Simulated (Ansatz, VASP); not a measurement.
## Mg2CdN2 in VASP and in Ansatz

The input INCAR:

```
ALGO     = Normal         # electronic algorithm
EDIFF    = 1E-6           # SCF threshold, eV
ENCUT    = 520            # plane-wave cutoff, eV
GGA      = CA             # functional
ISIF     = 2              # what is computed and relaxed
ISMEAR   = 0              # smearing method
LASPH    = True           # aspherical terms in the spheres
LCHARG   = False          # write CHGCAR
LREAL    = False          # projectors in reciprocal space
LWAVE    = False          # write WAVECAR
NBANDS   = 21             # bands
NELM     = 100            # most SCF steps
PREC     = Accurate       # precision mode
SIGMA    = 0.03           # smearing width, eV
```

File KPOINTS:

```
k-points
0
Gamma
  12 12 6
```

Contents of POSCAR:

```
Mg2CdN2
1.0
    3.5528825911      0.0000000000      0.0000000000
   -1.7764412955      3.0768865806      0.0000000000
    0.0000000000      0.0000000000      5.9838310064
Mg Cd N
2 1 2
Direct
    0.6666666667      0.3333333333      0.1534420000
    0.3333333333      0.6666666667      0.8465580000
    0.0000000000      0.0000000000      0.5000000000
    0.7143101912      0.4286203824      0.7616073993
    0.3809768579      0.7619537158      0.2171453993
```

Input for Ansatz:

```yaml
crystal:
  lattice:
    - [3.5528825911, 0.0, 0.0]
    - [-1.7764412955, 3.0768865806, 0.0]
    - [0.0, 0.0, 5.9838310064]
  atoms:
    - { symbol: Mg, position: [0.6666666667, 0.3333333333, 0.153442] }
    - { symbol: Mg, position: [0.3333333333, 0.6666666667, 0.846558] }
    - { symbol: Cd, position: [0.0, 0.0, 0.5] }
    - { symbol: "N", position: [0.7143101912, 0.4286203824, 0.7616073993] }
    - { symbol: "N", position: [0.3809768579, 0.7619537158, 0.2171453993] }
basis:
  ecutwfc: 420
kpoints:
  mp_grid: { grid: [12, 12, 6] }
hamiltonian:
  xc: lda
scf:
  occupations: { method: gaussian, width: 0.03 }
output:
  forces: true
  stress: true
  eigenvalues: true
```

Change from the starting cell: all N atoms moved -0.300 Å, as atom 4 towards its neighbour atom 2 (Mg) at 2.099 Å.

Alike in both runs: task single point; functional LDA; k mesh 12 × 12 × 6; occupations gaussian, width 0.03 eV; no spin polarisation.

|  | VASP | Ansatz |
| --- | --- | --- |
| version | VASP 6.6.1 | Ansatz 0.2.0 |
| potentials or method | VASP PAW LDA potentials, release 64 (Mg, Cd, N), cutoff 520 eV | scalar-relativistic, plane waves, PAW |
| valence electrons in the cell | 26 | 50 |

|  | VASP | Ansatz | Ansatz less VASP |
| --- | --- | --- | --- |
| gap on the k mesh at the Fermi level (eV) | 0.39 | 0.39 | -0.009 |
| least direct gap on the mesh (eV) | 0.61 | 0.60 | -0.006 |
| pressure (GPa) | -2.9 | -2.7 | +0.23 |
| traceless stress, the component that is largest in VASP (GPa) | 7.11 | 6.77 | -0.341 |
| rms of the force components (eV/Å) | 1.542 | 1.498 | -0.0439 |

LDA's correlation is that of Perdew and Zunger in VASP and of Perdew and Wang (1992) in Ansatz. Atom by atom the forces differ by 0.052 eV/Å (rms over components). VASP's potentials hold 26 valence electrons a cell and Ansatz's 50, so a difference there can come from the potentials and not from the codes.
